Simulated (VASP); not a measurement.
# BaPdO3 (Pm-3m) in VASP: a series of runs, part 2 of 2

VASP 6.6.1. Earlier steps stand in the parts before.

## (4) Single point, LDA

Input file INCAR:

```
SYSTEM = BaPdO3
PREC = Accurate
ENCUT = 520
EDIFF = 1E-6
ISMEAR = 1
SIGMA = 0.1
LREAL = .False.
LASPH = .True.
NELM = 60
ALGO = Normal
ISIF = 2
LWAVE = .False.
LCHARG = .False.
NBANDS = 27
```

Input file KPOINTS:

```
Automatic mesh
0
Gamma
  6 6 6
  0 0 0
```

Input file POSCAR:

```
BaPdO3
1.0
    4.1282670000      0.0000000000      0.0000000000
    0.0000000000      4.1282670000      0.0000000000
    0.0000000000      0.0000000000      4.1282670000
Ba Pd O
1 1 3
Direct
    0.0000000000      0.0000000000      0.0000000000
    0.5000000000      0.5000000000      0.5000000000
    0.0000000000      0.5000000000      0.5000000000
    0.5000000000      0.0000000000      0.5000000000
    0.5000000000      0.5000000000      0.0000000000
```

Potentials or basis: VASP PAW LDA potentials, release 64 (Ba_sv, Pd, O).

The run is started by

```sh
$ cat potpaw_LDA.64/Ba_sv/POTCAR potpaw_LDA.64/Pd/POTCAR potpaw_LDA.64/O/POTCAR > POTCAR
$ mpirun -np 1 vasp_std > vasp.out
```

OUTCAR:

```text
SYSTEM = BaPdO3
   PREC = Accurate
   ENCUT = 520
   EDIFF = 1E-6
   ISMEAR = 1
   LREAL = .False.
   LASPH = .True.
   NELM = 60
   ISIF = 2

 ion  position               nearest neighbor table
   1  0.000  0.000  0.000-   3 2.92   4 2.92   5 2.92   3 2.92   4 2.92   3 2.92   5 2.92   3 2.92
                             4 2.92   5 2.92   4 2.92   5 2.92   2 3.58   2 3.58   2 3.58   2 3.58
   2  0.500  0.500  0.500-   3 2.06   4 2.06   5 2.06   5 2.06   4 2.06   3 2.06   1 3.58   1 3.58
                             1 3.58   1 3.58   1 3.58   1 3.58   1 3.58   1 3.58
   3  0.000  0.500  0.500-   2 2.06   2 2.06   1 2.92   1 2.92   1 2.92   1 2.92
   4  0.500  0.000  0.500-   2 2.06   2 2.06   1 2.92   1 2.92   1 2.92   1 2.92
   5  0.500  0.500  0.000-   2 2.06   2 2.06   1 2.92   1 2.92   1 2.92   1 2.92

  LATTYP: Found a simple cubic cell.
 ALAT       =     4.1282670000

  Lattice vectors:

 A1 = (   4.1282670000,   0.0000000000,   0.0000000000)
 A2 = (   0.0000000000,   4.1282670000,   0.0000000000)
 A3 = (   0.0000000000,   0.0000000000,   4.1282670000)

Analysis of symmetry for initial positions (statically):
=====================================================================
 Subroutine PRICEL returns:
 Original cell was already a primitive cell.

 Routine SETGRP: Setting up the symmetry group for a
 simple cubic supercell.

 Subroutine GETGRP returns: Found 48 space group operations
 (whereof 48 operations were pure point group operations)
 out of a pool of 48 trial point group operations.

The static configuration has the point symmetry O_h .

Analysis of symmetry for dynamics (positions and initial velocities):
=====================================================================
 Subroutine PRICEL returns:
 Original cell was already a primitive cell.

 Routine SETGRP: Setting up the symmetry group for a
 simple cubic supercell.

 Subroutine GETGRP returns: Found 48 space group operations
 (whereof 48 operations were pure point group operations)
 out of a pool of 48 trial point group operations.

The dynamic configuration has the point symmetry O_h .

 Subroutine INISYM returns: Found 48 space group operations
 (whereof 48 operations are pure point group operations),
 and found     1 'primitive' translations

----------------------------------------------------------------------------------------

                                     Primitive cell

  volume of cell :      70.3564

  direct lattice vectors                    reciprocal lattice vectors
     4.128267000  0.000000000  0.000000000     0.242232394  0.000000000  0.000000000
     0.000000000  4.128267000  0.000000000     0.000000000  0.242232394  0.000000000
     0.000000000  0.000000000  4.128267000     0.000000000  0.000000000  0.242232394

  length of vectors
     4.128267000  4.128267000  4.128267000     0.242232394  0.242232394  0.242232394

  position of ions in fractional coordinates (direct lattice)
     0.000000000  0.000000000  0.000000000
     0.500000000  0.500000000  0.500000000
     0.000000000  0.500000000  0.500000000
     0.500000000  0.000000000  0.500000000
     0.500000000  0.500000000  0.000000000

  ion indices of the primitive-cell ions
   primitive index   ion index
                 1           1
                 2           2
[... 29 lines left out ...]

 Following reciprocal coordinates:
            Coordinates               Weight
  0.000000  0.000000  0.000000      1.000000
  0.166667  0.000000  0.000000      6.000000
  0.333333  0.000000  0.000000      6.000000
  0.500000  0.000000  0.000000      3.000000
  0.166667  0.166667  0.000000     12.000000
  0.333333  0.166667  0.000000     24.000000
[... 12 lines left out ...]
  0.500000  0.500000  0.333333      6.000000
  0.500000  0.500000  0.500000      1.000000
   k-points           NKPTS =     20   k-points in BZ     NKDIM =     20   number of bands    NBANDS=     27
   number of dos      NEDOS =    301   number of ions     NIONS =      5
   total plane-waves  NPLWV =  32768
   dimension x,y,z NGX =    32 NGY =   32 NGZ =   32
   dimension x,y,z NGXF=    64 NGYF=   64 NGZF=   64
   ions per type =               1   1   3
   NGX,Y,Z   is equivalent  to a cutoff of  12.89, 12.89, 12.89 a.u.
   NGXF,Y,Z  is equivalent  to a cutoff of  25.77, 25.77, 25.77 a.u.
 SYSTEM =  BaPdO3
   PREC   = accura    normal or accurate (medium, high low for compatibility)
   ISTART =      0    job   : 0-new  1-cont  2-samecut
   ICHARG =      2    charge: 1-file 2-atom 10-const
   ISPIN  =      1    spin polarized calculation?
   LNONCOLLINEAR =      F non collinear calculations
   LSORBIT =      F    spin-orbit coupling
   LASPH  =      T    aspherical Exc in radial PAW
   ENCUT  =  520.0 eV  38.22 Ry    6.18 a.u.   7.68  7.68  7.68*2*pi/ulx,y,z
   NELM   =     60;   NELMIN=  2; NELMDL= -5     # of ELM steps
   EDIFF  = 0.1E-05   stopping-criterion for ELM
   LREAL  =      F    real-space projection
   EDIFFG = 0.1E-04   stopping-criterion for IOM
   NSW    =      0    number of steps for IOM
   IBRION =     -1    ionic relax: 0-MD 1-quasi-New 2-CG
   NFREE  =      0    steps in history (QN), initial steepest desc. (CG)
   ISIF   =      2    stress and relaxation
   ISYM   =      2    0-nonsym 1-usesym 2-fastsym
   POTIM  = 0.5000    time-step for ionic-motion
   TEBEG  =    0.0;   TEEND  =   0.0 temperature during run
   PSTRESS=    0.0 pullay stress
   NELECT =      38.0000    total number of electrons
   NUPDOWN=      -1.0000    fix difference up-down
   EMIN   =  10.00;   EMAX   =-10.00  energy-range for DOS
   EFERMI =   0.00;   METHOD = LEGACY
   ISMEAR =     1;   SIGMA  =   0.10  broadening in eV -4-tet -1-fermi 0-gaus
   EFERMI_NEDOS =   21; number of points for ismear=-14 and -15
   IALGO  =     38    algorithm
   IMIX   =      4    mixing-type and parameters
     AMIX     =   0.40;   BMIX     =  1.00
     AMIX_MAG =   1.60;   BMIX_MAG =  1.00
  volume/ion in A,a.u.               =      14.07        94.96
  Fermi-wavevector in a.u.,A,eV,Ry     =   1.333219  2.519419 24.183997  1.777474
  Thomas-Fermi vector in A             =   2.462094
   LORBIT       =      0    0 simple, 1 ext, 2 COOP (PROOUT), +10 PAW based schemes
   GGA     = CA    functional components
   LHFCALC =     F    Hartree Fock is set to
   AEXX    =    0.0000 exact exchange contribution
   IVDW    =     0    specifies the selected vdW correction
   LEPSILON=     F    determine dielectric tensor
   LRPA    =     F    only Hartree local field effects (RPA)
 non-spin polarized calculation
 Methfessel and Paxton  Order N= 1 SIGMA  =   0.10
  energy-cutoff  :      520.00
  volume of cell :       70.36
 maximum number of plane-waves:      1924
 NGX is ok and might be reduce to    32
   NGX = 15   NGY = 15   NGZ = 15

 number of electron      38.0000022 magnetization

 Free energy of the ion-electron system (eV)
  ---------------------------------------------------
  ext. energy  EPLUGINS =         0.00000000
  ---------------------------------------------------
  free energy    TOTEN  =       -32.75588973 eV

  energy without entropy =      -32.74821482  energy(sigma->0) =      -32.75333143

 E-fermi :   3.1711     XC(G=0): -11.4796

 val. band max:        3.1676945569   @ k =   0.5000   0.1667   0.0000
 cond. band min:       3.1759304913   @ k =   0.5000   0.3333   0.1667
 fundamental gap:      0.0082359343
 Fermi energy:         3.1710952819

 k-point     1 :       0.0000    0.0000    0.0000
  band No.  band energies     occupation
      1     -21.8450      2.00000
      2     -13.8648      2.00000
      3     -13.1355      2.00000
      4     -13.1355      2.00000
      5      -7.0267      2.00000
      6      -7.0267      2.00000
[... 589 lines left out ...]
     26      12.7294      0.00000
     27      14.4066      0.00000

------------------------ aborting loop because EDIFF is reached ----------------------------------------

  FORCE on cell =-STRESS in cart. coord.  units (eV):
  Direction    XX          YY          ZZ          XY          YZ          ZX
  --------------------------------------------------------------------------------------
  -------------------------------------------------------------------------------------
  Total       -5.3535814     -5.3535814     -5.3535814      0.0000000      0.0000000     -0.0000000
  in kB     -121.9134610   -121.9134610   -121.9134610      0.0000000      0.0000000     -0.0000000
  external PRESSURE =    -121.9134610 kB  Pullay stress =       0.0000000 kB

 VOLUME and BASIS-vectors are now :
 -----------------------------------------------------------------------------
  energy-cutoff  :      520.00
  volume of cell :       70.36
      direct lattice vectors                 reciprocal lattice vectors
     4.128267000  0.000000000  0.000000000     0.242232394  0.000000000  0.000000000
     0.000000000  4.128267000  0.000000000     0.000000000  0.242232394  0.000000000
     0.000000000  0.000000000  4.128267000     0.000000000  0.000000000  0.242232394

 POSITION                                       TOTAL-FORCE (eV/Angst)
 -----------------------------------------------------------------------------------
      0.00000      0.00000      0.00000         0.000000      0.000000      0.000000
      2.06413      2.06413      2.06413         0.000000      0.000000      0.000000
      0.00000      2.06413      2.06413         0.000000      0.000000      0.000000
      2.06413      0.00000      2.06413         0.000000      0.000000      0.000000
      2.06413      2.06413      0.00000         0.000000      0.000000      0.000000
 -----------------------------------------------------------------------------------
    total drift:                                0.000000     -0.000000     -0.000000

  FREE ENERGIE OF THE ION-ELECTRON SYSTEM (eV)
  ---------------------------------------------------
  free  energy   TOTEN  =       -32.7558897333 eV

  energy  without entropy=      -32.7482148224  energy(sigma->0) =      -32.75333143
```

OSZICAR:

```text
N       E                     dE             d eps       ncg     rms          rms(c)
DAV:   1     0.239368592578E+03    0.23937E+03   -0.20352E+04  1080   0.136E+03
DAV:   2    -0.255472005876E+02   -0.26492E+03   -0.25595E+03  1291   0.299E+02
DAV:   3    -0.408588679915E+02   -0.15312E+02   -0.15162E+02  1349   0.756E+01
DAV:   4    -0.411226245994E+02   -0.26376E+00   -0.26333E+00  1444   0.888E+00
DAV:   5    -0.411262454084E+02   -0.36208E-02   -0.36199E-02  1351   0.829E-01    0.257E+01
DAV:   6    -0.370189736574E+02    0.41073E+01   -0.44070E+01  1203   0.542E+01    0.305E+01
DAV:   7    -0.328519085649E+02    0.41671E+01   -0.12416E+01  1148   0.322E+01    0.654E+00
DAV:   8    -0.327793267894E+02    0.72582E-01   -0.10507E+00  1210   0.710E+00    0.391E+00
DAV:   9    -0.327581096382E+02    0.21217E-01   -0.40537E-02  1250   0.154E+00    0.145E+00
DAV:  10    -0.327560992801E+02    0.20104E-02   -0.51265E-03  1493   0.519E-01    0.334E-01
DAV:  11    -0.327558830249E+02    0.21626E-03   -0.80105E-04  1360   0.219E-01    0.943E-02
DAV:  12    -0.327558898530E+02   -0.68281E-05   -0.30286E-05  1347   0.365E-02    0.706E-03
DAV:  13    -0.327558897333E+02    0.11973E-06   -0.45051E-06  1170   0.129E-02
   1 F= -.32755890E+02 E0= -.32753331E+02  d E =-.767491E-02
```

stdout:

```text
POSCAR found type information on POSCAR BaPdO
 POSCAR found :  3 types and       5 ions
 scaLAPACK will be used
 LDA part: xc-table for (Slater(with rela. corr.)+CA(PZ))
 , standard interpolation
 POSCAR, INCAR and KPOINTS ok, starting setup
 FFT: planning ... GRIDC
 FFT: planning ... GRID_SOFT
 FFT: planning ... GRID
 WAVECAR not read
 entering main loop
```

It took 40 s on 1 thread of Intel Xeon 6975P-C, shared host; peak memory 0.18 GiB.

What came out:

- Free energy: -32.7559 eV
- Pressure: -12.2 GPa
- Band gap on the k mesh: zero (band 19 reaches 3.52 eV, above the bottom of band 20 at 2.43 eV)

Caveat: spin-orbit coupling is left out, which moves the levels of the heavy elements.
